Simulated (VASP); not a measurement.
# Mg (Fmmm) in VASP: single point with r2SCAN

Aim: the single point of Mg with r2SCAN.

All numbers are computed with VASP 6.6.1; they aren't measurements. Logs are shortened: lines on timing, memory, paths and dates and some standing lists are left out, and cuts for length are marked.

**1. The cell of the first run**

It takes space group Fmmm (No. 69, orthorhombic). Conventional cell: a = 3.154 Å, b = 5.333 Å, c = 11.393 Å, α = 90.00°, β = 90.00°, γ = 90.00°. Mg (site symmetry mm2) has 11 Mg at 3.03 to 3.77 Å within 4.0 Å.

**2. Single point, r2SCAN**

Input file POSCAR:

```
Mg
1.0
    1.5769816373     -5.6966931138      0.0000000000
    1.5769816373      5.6966931138      0.0000000000
    0.0000000000      0.0000000000      5.3331400279
Mg
4
Direct
    0.1327887494      0.8672112506      0.9999956460
    0.6327887494      0.3672112506      0.5000043540
    0.8672112506      0.1327887494      0.0000043540
    0.3672112506      0.6327887494      0.4999956460
```

Input file INCAR.step1:

```
PREC = Accurate
ENCUT = 520
ISMEAR = 0
SIGMA = 0.1
LREAL = False
LASPH = True
NELM = 100
NBANDS = 12
GGA = PE
ALGO = Normal
EDIFF = 1E-4
LWAVE = True
LCHARG = False
```

Input file INCAR.step2:

```
PREC = Accurate
ENCUT = 520
EDIFF = 1E-7
ISMEAR = 0
SIGMA = 0.1
LREAL = False
LASPH = True
NELM = 100
ALGO = Normal
ISIF = 2
LWAVE = False
LCHARG = False
METAGGA = R2SCAN
LMIXTAU = True
NBANDS = 12
ISTART = 1
```

Input file KPOINTS:

```
regular mesh
0
Gamma
  6 6 4
```

Potentials or basis: VASP PAW PBE potentials, release 64 (Mg).

On the command line:

```console
$ cat potpaw_PBE.64/Mg/POTCAR > POTCAR
$ cp INCAR.step1 INCAR
$ mpirun -np 1 vasp_std > vasp.out
$ cp INCAR.step2 INCAR
$ mpirun -np 1 vasp_std > vasp.out
```

OUTCAR:

```text
PREC = Accurate
   ENCUT = 520
   EDIFF = 1E-7
   ISMEAR = 0
   LREAL = False
   LASPH = True
   NELM = 100
   ISIF = 2
   METAGGA = R2SCAN
   ISTART = 1

 ion  position               nearest neighbor table
   1  0.133  0.867  1.000-   3 3.03   2 3.10   2 3.10   2 3.10   2 3.10   3 3.10   3 3.10
   2  0.633  0.367  0.500-   4 3.03   1 3.10   1 3.10   1 3.10   1 3.10   4 3.10   4 3.10
   3  0.867  0.133  0.000-   1 3.03   4 3.10   4 3.10   4 3.10   4 3.10   1 3.10   1 3.10
   4  0.367  0.633  0.500-   2 3.03   3 3.10   3 3.10   3 3.10   3 3.10   2 3.10   2 3.10

  LATTYP: Found a base centered orthorhombic cell.
 ALAT       =     3.1539632746
 B/A-ratio  =     3.6124029469
 C/A-ratio  =     1.6909328244

  Lattice vectors:

 A1 = (   1.5769816373,  -5.6966931138,   0.0000000000)
 A2 = (   1.5769816373,   5.6966931138,   0.0000000000)
 A3 = (   0.0000000000,   0.0000000000,   5.3331400279)

Analysis of symmetry for initial positions (statically):
=====================================================================
 Subroutine PRICEL returns:
 Original cell was already a primitive cell.

 Routine SETGRP: Setting up the symmetry group for a
 base centered orthorhombic supercell.

 Subroutine GETGRP returns: Found  8 space group operations
 (whereof  4 operations were pure point group operations)
 out of a pool of  8 trial point group operations.

The static configuration has the point symmetry C_2h.
 The point group associated with its full space group is D_2h.

Analysis of symmetry for dynamics (positions and initial velocities):
=====================================================================
 Subroutine PRICEL returns:
 Original cell was already a primitive cell.

 Routine SETGRP: Setting up the symmetry group for a
 base centered orthorhombic supercell.

 Subroutine GETGRP returns: Found  8 space group operations
 (whereof  4 operations were pure point group operations)
 out of a pool of  8 trial point group operations.

The dynamic configuration has the point symmetry C_2h.
 The point group associated with its full space group is D_2h.

 Subroutine INISYM returns: Found  8 space group operations
 (whereof  4 operations are pure point group operations),
 and found     1 'primitive' translations

----------------------------------------------------------------------------------------

                                     Primitive cell

  volume of cell :      95.8214

  direct lattice vectors                    reciprocal lattice vectors
     1.576981637 -5.696693114  0.000000000     0.317061396 -0.087770219  0.000000000
     1.576981637  5.696693114  0.000000000     0.317061396  0.087770219  0.000000000
     0.000000000  0.000000000  5.333140028     0.000000000  0.000000000  0.187506796

  length of vectors
     5.910937617  5.910937617  5.333140028     0.328985623  0.328985623  0.187506796

  position of ions in fractional coordinates (direct lattice)
     0.132788749  0.867211251  0.999995646
     0.632788749  0.367211251  0.500004354
     0.867211251  0.132788749  0.000004354
     0.367211251  0.632788749  0.499995646

  ion indices of the primitive-cell ions
   primitive index   ion index
                 1           1
                 2           2
                 3           3
                 4           4

----------------------------------------------------------------------------------------

 KPOINTS: regular mesh

Automatic generation of k-mesh.
 Grid dimensions read from file:
 generate k-points for:    6    6    4

 Generating k-lattice:

  Cartesian coordinates                     Fractional coordinates (reciprocal lattice)
     0.052843566 -0.014628370  0.000000000     0.166666667 -0.000000000  0.000000000
     0.052843566  0.014628370  0.000000000    -0.000000000  0.166666667  0.000000000
     0.000000000  0.000000000  0.046876699     0.000000000  0.000000000  0.250000000

  Length of vectors
     0.054830937  0.054830937  0.046876699

  Shift w.r.t. Gamma in fractional coordinates (k-lattice)
     0.000000000  0.000000000  0.000000000

 Subroutine IBZKPT returns following result:
 ===========================================

 Found     39 irreducible k-points:

 Following reciprocal coordinates:
            Coordinates               Weight
  0.000000  0.000000  0.000000      1.000000
  0.166667  0.000000  0.000000      4.000000
  0.333333 -0.000000  0.000000      4.000000
  0.500000 -0.000000  0.000000      2.000000
  0.166667  0.166667  0.000000      2.000000
  0.333333  0.166667  0.000000      4.000000
[... 16 lines left out ...]
  0.333333  0.333333  0.250000      4.000000
  0.500000  0.333333  0.250000      8.000000
 [... further k-points ...]
   k-points           NKPTS =     39   k-points in BZ     NKDIM =     39   number of bands    NBANDS=     12
   number of dos      NEDOS =    301   number of ions     NIONS =      4
   total plane-waves  NPLWV =  92160
   dimension x,y,z NGX =    48 NGY =   48 NGZ =   40
   dimension x,y,z NGXF=    96 NGYF=   96 NGZF=   80
   ions per type =               4
   NGX,Y,Z   is equivalent  to a cutoff of  13.50, 13.50, 12.47 a.u.
   NGXF,Y,Z  is equivalent  to a cutoff of  27.00, 27.00, 24.94 a.u.
 SYSTEM =  unknown system
   PREC   = accura    normal or accurate (medium, high low for compatibility)
   ISTART =      1    job   : 0-new  1-cont  2-samecut
   ICHARG =      0    charge: 1-file 2-atom 10-const
   ISPIN  =      1    spin polarized calculation?
   LNONCOLLINEAR =      F non collinear calculations
   LSORBIT =      F    spin-orbit coupling
   LASPH  =      T    aspherical Exc in radial PAW
   ENCUT  =  520.0 eV  38.22 Ry    6.18 a.u.  10.99 10.99  9.92*2*pi/ulx,y,z
   NELM   =    100;   NELMIN=  2; NELMDL=  0     # of ELM steps
   EDIFF  = 0.1E-06   stopping-criterion for ELM
   LREAL  =      F    real-space projection
   EDIFFG = 0.1E-05   stopping-criterion for IOM
   NSW    =      0    number of steps for IOM
   IBRION =     -1    ionic relax: 0-MD 1-quasi-New 2-CG
   NFREE  =      0    steps in history (QN), initial steepest desc. (CG)
   ISIF   =      2    stress and relaxation
   ISYM   =      2    0-nonsym 1-usesym 2-fastsym
   POTIM  = 0.5000    time-step for ionic-motion
   TEBEG  =    0.0;   TEEND  =   0.0 temperature during run
   PSTRESS=    0.0 pullay stress
   NELECT =       8.0000    total number of electrons
   NUPDOWN=      -1.0000    fix difference up-down
   EMIN   =  10.00;   EMAX   =-10.00  energy-range for DOS
   EFERMI =   0.00;   METHOD = LEGACY
   ISMEAR =     0;   SIGMA  =   0.10  broadening in eV -4-tet -1-fermi 0-gaus
   EFERMI_NEDOS =   21; number of points for ismear=-14 and -15
   IALGO  =     38    algorithm
   IMIX   =      4    mixing-type and parameters
     AMIX     =   0.40;   BMIX     =  1.00
     AMIX_MAG =   1.60;   BMIX_MAG =  1.00
  volume/ion in A,a.u.               =      23.96       161.66
  Fermi-wavevector in a.u.,A,eV,Ry     =   0.715513  1.352123  6.965617  0.511958
  Thomas-Fermi vector in A             =   1.803693
   LORBIT       =      0    0 simple, 1 ext, 2 COOP (PROOUT), +10 PAW based schemes
   METAGGA = R2SCAN    functional components
   LHFCALC =     F    Hartree Fock is set to
   AEXX    =    0.0000 exact exchange contribution
   IVDW    =     0    specifies the selected vdW correction
   LEPSILON=     F    determine dielectric tensor
   LRPA    =     F    only Hartree local field effects (RPA)
 non-spin polarized calculation
 Gauss-broadening in eV      SIGMA  =   0.10
  energy-cutoff  :      520.00
  volume of cell :       95.82
 maximum number of plane-waves:      2604
 NGX is ok and might be reduce to    48
   NGX = 21   NGY = 21   NGZ = 19

 number of electron       8.0000000 magnetization

 Free energy of the ion-electron system (eV)
  ---------------------------------------------------
  ext. energy  EPLUGINS =         0.00000000
  ---------------------------------------------------
  free energy    TOTEN  =       -15.91104989 eV

  energy without entropy =      -15.90656371  energy(sigma->0) =      -15.90880680

 E-fermi :   2.4421     XC(G=0):  -8.9060

 val. band max:        2.3867147849   @ k =   0.3333  -0.0000   0.0000
 cond. band min:       2.4955042084   @ k =   0.5000   0.5000   0.0000
 fundamental gap:      0.1087894235
 Fermi energy:         2.4421079928

 k-point     1 :       0.0000    0.0000    0.0000
  band No.  band energies     occupation
      1      -4.8216      2.00000
      2       0.0152      2.00000
      3       0.1412      2.00000
      4       0.4288      2.00000
      5       1.0181      2.00000
      6       4.6656      0.00000
      7       5.0950      0.00000
      8       5.6305      0.00000
      9       6.3382      0.00000
     10      11.1342      0.00000
     11      11.8229      0.00000
     12      12.2063      0.00000

 k-point     2 :       0.1667    0.0000    0.0000
  band No.  band energies     occupation
      1      -4.3391      2.00000
      2      -0.2542      2.00000
      3       0.8767      2.00000
      4       1.3266      2.00000
      5       1.4744      2.00000
      6       4.6739      0.00000
      7       5.0865      0.00000
      8       6.0176      0.00000
      9       6.5345      0.00000
     10       7.7354      0.00000
     11       8.8068      0.00000
     12      11.6353      0.00000

 k-point     3 :       0.3333   -0.0000    0.0000
  band No.  band energies     occupation
      1      -2.9060      2.00000
      2       0.3416      2.00000
      3       2.2219      1.99815
      4       2.3867      1.56659
      5       2.9369      0.00000
      6       3.4141      0.00000
      7       4.3823      0.00000
      8       5.3081      0.00000
      9       6.2572      0.00000
     10       7.6126      0.00000
     11       8.5639      0.00000
     12       8.6395      0.00000
[... 286 lines left out ...]
 k-point    23 :       0.3333    0.3333    0.2500
  band No.  band energies     occupation
      1      -1.7223      2.00000
      2      -1.1976      2.00000
      3       0.9601      2.00000
      4       1.4303      2.00000
      5       2.5959      0.02961
      6       5.0519      0.00000
      7       5.8672      0.00000
      8       6.6742      0.00000
      9       7.3725      0.00000
     10       7.6749      0.00000
     11       7.9212      0.00000
     12       8.0195      0.00000

 k-point    24 :       0.5000    0.3333    0.2500
  band No.  band energies     occupation
      1      -3.2228      2.00000
      2      -2.2587      2.00000
      3      -0.4790      2.00000
      4       0.4741      2.00000
      5       4.8327      0.00000
      6       5.4557      0.00000
      7       5.6213      0.00000
      8       6.2859      0.00000
      9       7.5609      0.00000
     10       8.5354      0.00000
     11       9.3143      0.00000
     12      10.3121      0.00000

 [... further k-points ...]
[... 5 lines left out ...]
  --------------------------------------------------------------------------------------
  -------------------------------------------------------------------------------------
  Total       -0.1578426     -0.1823862     -0.1335420      0.0000000      0.0000000      0.0000000
  in kB       -2.6392000     -3.0495803     -2.2328831      0.0000000      0.0000000      0.0000000
  external PRESSURE =      -2.6405545 kB  Pullay stress =       0.0000000 kB

 VOLUME and BASIS-vectors are now :
 -----------------------------------------------------------------------------
  energy-cutoff  :      520.00
  volume of cell :       95.82
      direct lattice vectors                 reciprocal lattice vectors
     1.576981637 -5.696693114  0.000000000     0.317061396 -0.087770219  0.000000000
     1.576981637  5.696693114  0.000000000     0.317061396  0.087770219  0.000000000
     0.000000000  0.000000000  5.333140028     0.000000000  0.000000000  0.187506796

 POSITION                                       TOTAL-FORCE (eV/Angst)
 -----------------------------------------------------------------------------------
      1.57698      4.18378      5.33312         0.000000     -0.011937      0.000126
      1.57698     -1.51291      2.66659         0.000000     -0.011937     -0.000126
      1.57698     -4.18378      0.00002         0.000000      0.011937     -0.000126
      1.57698      1.51291      2.66655         0.000000      0.011937      0.000126
 -----------------------------------------------------------------------------------
    total drift:                                0.000000     -0.000000      0.000000

  FREE ENERGIE OF THE ION-ELECTRON SYSTEM (eV)
  ---------------------------------------------------
  free  energy   TOTEN  =       -15.9110498896 eV

  energy  without entropy=      -15.9065637148  energy(sigma->0) =      -15.90880680
```

Wall time 4.5 min (1 thread of Intel Xeon Platinum 8259CL at 2.50GHz (Skylake/Cascade Lake), shared host); peak memory 0.32 GiB.

Results:

* Free energy: -15.9110 eV
* Pressure: -0.3 GPa
* Largest force: 0.012 eV/Å
* Band gap on the k mesh: zero (band 4 reaches 3.02 eV, above the bottom of band 5 at 1.02 eV)

Forces on the atoms (eV/Å):
```
Mg   0.000 -0.012  0.000
Mg   0.000 -0.012  0.000
Mg   0.000  0.012  0.000
Mg   0.000  0.012  0.000
```

Caveat: the PAW data sets were made with another functional, which shifts forces and pressure a little.
